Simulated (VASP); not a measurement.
# SiC (F-43m) in VASP: further runs, part 2 of 2

VASP 6.6.1. The steps go on from the part before.

## Step 4: Elastic constants, LDA

This run uses another cell than the first one, of 10.06 Å³/atom, 1.021 times its volume.

File INCAR:

```
SYSTEM = SiC
ALGO = Normal
EDIFF = 1E-8
ENCUT = 600
IBRION = 6
ISIF = 3
ISMEAR = 0
LASPH = .TRUE.
LCHARG = .FALSE.
LREAL = .FALSE.
LWAVE = .FALSE.
NELM = 80
NFREE = 2
NSW = 1
POTIM = 0.015
PREC = Accurate
SIGMA = 0.01
```

File KPOINTS:

```
k-points
0
G
  10 10 10
  0 0 0
```

File POSCAR:

```
SiC
1.0
    0.0000000000      2.1583779033      2.1583779033
    2.1583779033      0.0000000000      2.1583779033
    2.1583779033      2.1583779033      0.0000000000
Si C
1 1
Direct
    0.0000000000      0.0000000000      0.0000000000
    0.7500000000      0.7500000000      0.7500000000
```

Potentials or basis: VASP PAW LDA potentials, release 64 (Si, C).

Launch:

```console
cat potpaw_LDA.64/Si/POTCAR potpaw_LDA.64/C/POTCAR > POTCAR
mpirun -np 1 vasp_std > vasp.out
```

OUTCAR:

```text
SYSTEM = SiC
   EDIFF = 1E-8
   ENCUT = 600
   IBRION = 6
   ISIF = 3
   ISMEAR = 0
   LASPH = .TRUE.
   LREAL = .FALSE.
   NELM = 80
   NFREE = 2
   NSW = 1
   POTIM = 0.015
   PREC = Accurate

 ion  position               nearest neighbor table
   1  0.000  0.000  0.000-   2 1.87   2 1.87   2 1.87   2 1.87
   2  0.750  0.750  0.750-   1 1.87   1 1.87   1 1.87   1 1.87

  LATTYP: Found a face centered cubic cell.
 ALAT       =     4.3167558066

  Lattice vectors:

 A1 = (   0.0000000000,   2.1583779033,   2.1583779033)
 A2 = (   2.1583779033,   0.0000000000,   2.1583779033)
 A3 = (   2.1583779033,   2.1583779033,   0.0000000000)

Analysis of symmetry for initial positions (statically):
=====================================================================
 Subroutine PRICEL returns:
 Original cell was already a primitive cell.

 Routine SETGRP: Setting up the symmetry group for a
 face centered cubic supercell.

 Subroutine GETGRP returns: Found 24 space group operations
 (whereof 24 operations were pure point group operations)
 out of a pool of 48 trial point group operations.

The static configuration has the point symmetry T_d .

Analysis of symmetry for dynamics (positions and initial velocities):
[... 630 lines left out ...]
  -------------------------------------------------------------------------------------
  Total        0.2799293      0.2857560      0.2857560      0.0000000     -0.1381682      0.0000000
  in kB       22.3021383     22.7663519     22.7663519      0.0000000    -11.0079421      0.0000000
  external PRESSURE =      22.6116141 kB  Pullay stress =       0.0000000 kB
[... 17 lines left out ...]
  FREE ENERGIE OF THE ION-ELECTRON SYSTEM (eV)
  ---------------------------------------------------
  free  energy   TOTEN  =       -16.6408199223 eV

  energy  without entropy=      -16.6408199223  energy(sigma->0) =      -16.64081992

 INTERNAL STRAIN TENSORS FROM STRAINED CELLS
 ============================================

 INTERNAL STRAIN TENSOR FOR ION    1 for displacements in x,y,z  (eV/Angst):
          X           Y           Z          XY          YZ          ZX
  --------------------------------------------------------------------------------
  x    -0.00000    -0.00000    -0.00000     0.00000    -9.21490     0.00000
  y    -0.00000     0.00000    -0.00000     0.00000    -0.00000    -9.21444
  z    -0.00000    -0.00000     0.00000    -9.21428     0.00000    -0.00000

 INTERNAL STRAIN TENSORS FROM DISPLACED ATOMS
 ============================================

 INTERNAL STRAIN TENSOR FOR ION    1 for displacements in x,y,z  (eV/Angst):
          X           Y           Z          XY          YZ          ZX
  --------------------------------------------------------------------------------
  x    -0.00000    -0.00000    -0.00000     0.00000    -9.20915     0.00000
  y     0.00000    -0.00000     0.00000     0.00000     0.00000    -9.20915
  z    -0.00000    -0.00000    -0.00000    -9.20915     0.00000     0.00000

 INTERNAL STRAIN TENSOR FOR ION    2 for displacements in x,y,z  (eV/Angst):
          X           Y           Z          XY          YZ          ZX
  --------------------------------------------------------------------------------
  x    -0.00000     0.00000     0.00000     0.00000     9.20984     0.00000
  y     0.00000     0.00000     0.00000     0.00000     0.00000     9.20984
  z     0.00000     0.00000     0.00000     9.20984     0.00000     0.00000

 Eigenvectors and eigenvalues of the dynamical matrix
 ----------------------------------------------------

   1 f  =   24.142202 THz   151.689928 2PiTHz  805.297173 cm-1    99.844080 meV
             X         Y         Z           dx          dy          dz
      0.000000  0.000000  0.000000     0.547315   -0.000000   -0.000000
      3.237567  3.237567  3.237567    -0.836927   -0.000000   -0.000000
[... 21 lines left out ...]
   6 f/i=    0.000065 THz     0.000406 2PiTHz    0.002156 cm-1     0.000267 meV
             X         Y         Z           dx          dy          dz
      0.000000  0.000000  0.000000    -0.136633    0.571983    0.595494
      3.237567  3.237567  3.237567    -0.089352    0.374053    0.389428

--------------------------------------------------------------------------------------------------------

 ELASTIC MODULI CONTR FROM IONIC RELAXATION (kBar)
 Direction    XX          YY          ZZ          XY          YZ          ZX
 --------------------------------------------------------------------------------
 XX          -0.0000      0.0000      0.0000     -0.0000      0.0000      0.0000
 YY           0.0000     -0.0000      0.0000     -0.0000     -0.0000     -0.0000
 ZZ           0.0000      0.0000     -0.0000     -0.0000     -0.0000      0.0000
 XY          -0.0000     -0.0000     -0.0000   -336.7952      0.0000      0.0000
 YZ           0.0000     -0.0000     -0.0000      0.0000   -336.7952      0.0000
 ZX           0.0000     -0.0000      0.0000      0.0000      0.0000   -336.7952
 --------------------------------------------------------------------------------

 TOTAL ELASTIC MODULI (kBar)
 Direction    XX          YY          ZZ          XY          YZ          ZX
 --------------------------------------------------------------------------------
 XX        4083.4064   1479.6471   1479.6471     -0.0000     -0.0000      0.0000
 YY        1479.6471   4083.4064   1479.6471      0.0000     -0.0000      0.0000
 ZZ        1479.6471   1479.6471   4083.4064      0.0000     -0.0000     -0.0000
 XY          -0.0000      0.0000      0.0000   2566.1441      0.0000      0.0000
 YZ          -0.0000     -0.0000     -0.0000      0.0000   2566.1441      0.0000
 ZX           0.0000      0.0000     -0.0000      0.0000      0.0000   2566.1441
 --------------------------------------------------------------------------------
```

stdout:

```text
POSCAR found type information on POSCAR SiC
 POSCAR found :  2 types and       2 ions
 scaLAPACK will be used
 LDA part: xc-table for (Slater(with rela. corr.)+CA(PZ))
 , standard interpolation
 POSCAR, INCAR and KPOINTS ok, starting setup
 FFT: planning ... GRIDC
 FFT: planning ... GRID_SOFT
 FFT: planning ... GRID
 WAVECAR not read
 entering main loop
 Found     2 degrees of freedom:
 Adding 6 more for cell shape distortion
 Finite differences POTIM= 0.01500 DOF=   8
 bond charge predicted
 Finite differences progress:
 bond charge predicted
 Finite differences progress:
 bond charge predicted
 Finite differences progress:
 bond charge predicted
 Finite differences progress:
 bond charge predicted
 Finite differences progress:
 bond charge predicted
 Finite differences progress:
 bond charge predicted
 Finite differences progress:
 bond charge predicted
 Finite differences progress:
 bond charge predicted
 Finite differences progress:
 bond charge predicted
 Finite differences progress:
 bond charge predicted
 Finite differences progress:
 bond charge predicted
 Finite differences progress:
 bond charge predicted
 Finite differences progress:
 bond charge predicted
 Finite differences progress:
 bond charge predicted
 Finite differences progress:
 bond charge predicted
 Finite differences progress:
```

It took 3.5 min on 1 thread of Intel Xeon Platinum 8259CL at 2.50GHz (Skylake/Cascade Lake), shared host; peak memory 0.23 GiB.

Results:

| Item | Value |
| --- | --- |
| Elastic constants C11, C12, C44 | 408, 148, 257 GPa |
| Voigt bulk modulus | 235 GPa |
| Highest phonon frequency at Γ, LO-TO splitting left out | 805 cm⁻¹ |

Phonon frequencies in cm⁻¹ (negative: imaginary):
```tsv
q point	frequencies
(0.000, 0.000, 0.000)	0 0 0 805 805 805
```

Elastic tensor in Voigt notation (GPa, in the Cartesian axes of the cell as first typed):
```
408 148 148   0   0   0
148 408 148   0   0   0
148 148 408   0   0   0
  0   0   0 257   0   0
  0   0   0   0 257   0
  0   0   0   0   0 257
```

Clamped-ion elastic tensor (GPa):
```
408 148 148   0   0   0
148 408 148   0   0   0
148 148 408   0   0   0
  0   0   0 290   0   0
  0   0   0   0 290   0
  0   0   0   0   0 290
```

Caveat: the cell is under stress, which shifts elastic constants.

## Step 5: Elastic constants, LDA

This run uses another cell than the first one, of 10.10 Å³/atom, 1.025 times its volume.

File INCAR:

```
SYSTEM = SiC
PREC = Accurate
ENCUT = 600
EDIFF = 1E-8
ISMEAR = 0
SIGMA = 0.01
LREAL = .False.
LASPH = .True.
NELM = 80
ALGO = Normal
ISIF = 3
LWAVE = .False.
LCHARG = .True.
IBRION = 6
NFREE = 2
POTIM = 0.015
NSW = 1
```

File KPOINTS:

```
Automatic mesh
0
Gamma
  10 10 10
  0 0 0
```

File POSCAR:

```
SiC
1.0
    0.0000000000      2.1614133338      2.1614133338
    2.1614133338      0.0000000000      2.1614133338
    2.1614133338      2.1614133338      0.0000000000
Si C
1 1
Direct
    0.0000000000      0.0000000000      0.0000000000
    0.7500000000      0.7500000000      0.7500000000
```

Launch:

```console
cat potpaw_LDA.64/Si/POTCAR potpaw_LDA.64/C/POTCAR > POTCAR
mpirun -np 1 vasp_std > vasp.out
```

Run time: 3 min. Hardware: 1 thread of Intel Xeon Platinum 8259CL at 2.50GHz (Skylake/Cascade Lake), shared host; peak memory 0.23 GiB.

The run converged. Its results:

```
Elastic constants C11, C12, C44                         : 405, 145, 255 GPa
Voigt bulk modulus                                      : 232 GPa
Highest phonon frequency at Γ, LO-TO splitting left out : 801 cm⁻¹
```

Phonon frequencies in cm⁻¹ (negative: imaginary):
| q point | frequencies |
| --- | --- |
| (0.000, 0.000, 0.000) | 0 0 0 801 801 801 |

Elastic tensor in Voigt notation (GPa, in the Cartesian axes of the cell as first typed):
```
405 145 145   0   0   0
145 405 145   0   0   0
145 145 405   0   0   0
  0   0   0 255   0   0
  0   0   0   0 255   0
  0   0   0   0   0 255
```

Clamped-ion elastic tensor (GPa):
```
405 145 145   0   0   0
145 405 145   0   0   0
145 145 405   0   0   0
  0   0   0 287   0   0
  0   0   0   0 287   0
  0   0   0   0   0 287
```

Caveat: the cell is under stress, which shifts elastic constants.

## Step 6: Elastic constants, LDA

This run uses another cell than the first one, of 10.14 Å³/atom, 1.029 times its volume.

File INCAR:

```
  PREC = Accurate
  ENCUT = 600
  EDIFF = 1E-8
  ISMEAR = 0
  SIGMA = 0.01
  LREAL = F
  LASPH = T
  NELM = 60
  ALGO = Normal
  ISIF = 3
  LWAVE = F
  LCHARG = T
  IBRION = 6
  NFREE = 2
  POTIM = 0.015
  NSW = 1
```

File KPOINTS:

```
regular mesh
0
Gamma
  10 10 10
```

File POSCAR:

```
SiC
1.0
    0.0000000000      2.1644887827      2.1644887827
    2.1644887827      0.0000000000      2.1644887827
    2.1644887827      2.1644887827      0.0000000000
Si C
1 1
Direct
    0.0000000000      0.0000000000      0.0000000000
    0.7500000000      0.7500000000      0.7500000000
```

Potentials or basis: VASP PAW LDA potentials, release 64 (Si, C).

Launch:

```console
cat potpaw_LDA.64/Si/POTCAR potpaw_LDA.64/C/POTCAR > POTCAR
mpirun -np 1 vasp_std > vasp.out
```

Run time: 3 min. Hardware: 1 thread of Intel Xeon Platinum 8259CL at 2.50GHz (Skylake/Cascade Lake), shared host; peak memory 0.24 GiB.

It converged, with:

* Elastic constants C11, C12, C44: 403, 142, 253 GPa
* Voigt bulk modulus: 229 GPa
* Highest phonon frequency at Γ, LO-TO splitting left out: 798 cm⁻¹

Phonon frequencies in cm⁻¹ (negative: imaginary):
```csv
q point,frequencies
"(0.000, 0.000, 0.000)",0 0 0 798 798 798
```

Elastic tensor in Voigt notation (GPa, in the Cartesian axes of the cell as first typed):
```
403 142 142   0   0   0
142 403 142   0   0   0
142 142 403   0   0   0
  0   0   0 253   0   0
  0   0   0   0 253   0
  0   0   0   0   0 253
```

Clamped-ion elastic tensor (GPa):
```
403 142 142   0   0   0
142 403 142   0   0   0
142 142 403   0   0   0
  0   0   0 284   0   0
  0   0   0   0 284   0
  0   0   0   0   0 284
```
